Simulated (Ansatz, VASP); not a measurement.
# One calculation of BN, two programs

```
B N
1.0
     2.57967    0.00000    0.00000
    -1.28984    2.15498    0.00000
     0.00000    0.00000    6.49527
B N
2 2
Direct
  0.33993 0.67986 0.25000
  0.66007 0.32014 0.75000
  0.32453 0.64906 0.75000
  0.67547 0.35094 0.25000
```

Change from the starting cell: normal strain along x +0.0367, normal strain along z +0.0000.

Alike in both runs: functional LDA; k mesh 12 × 12 × 4; occupations gaussian, width 0.05 eV; no spin polarisation.

Ansatz relaxed the structure, and its values are those at the end. VASP's run is a single point on that final structure, the one shown.

|  | VASP | Ansatz |
| --- | --- | --- |
| version | VASP 6.6.1 | Ansatz 0.2.0 |
| potentials or method | VASP PAW LDA potentials, release 64 (B, N), cutoff 520 eV | scalar-relativistic, plane waves, PAW |
| valence electrons in the cell | 16 | 16 |

```csv
,VASP,Ansatz,Ansatz less VASP
gap on the k mesh at the Fermi level (eV),3.86,3.87,+0.011
least direct gap on the mesh (eV),4.20,4.21,+0.011
pressure (GPa),-12.0,-12.6,-0.56
rms of the force components (eV/Å),0.006,0.003,-0.0027
```

Ansatz warns that its potentials were made for another functional, while VASP's fit it. LDA's correlation is that of Perdew and Zunger in VASP and of Perdew and Wang (1992) in Ansatz. Ansatz's warnings: stress scf threshold loose.
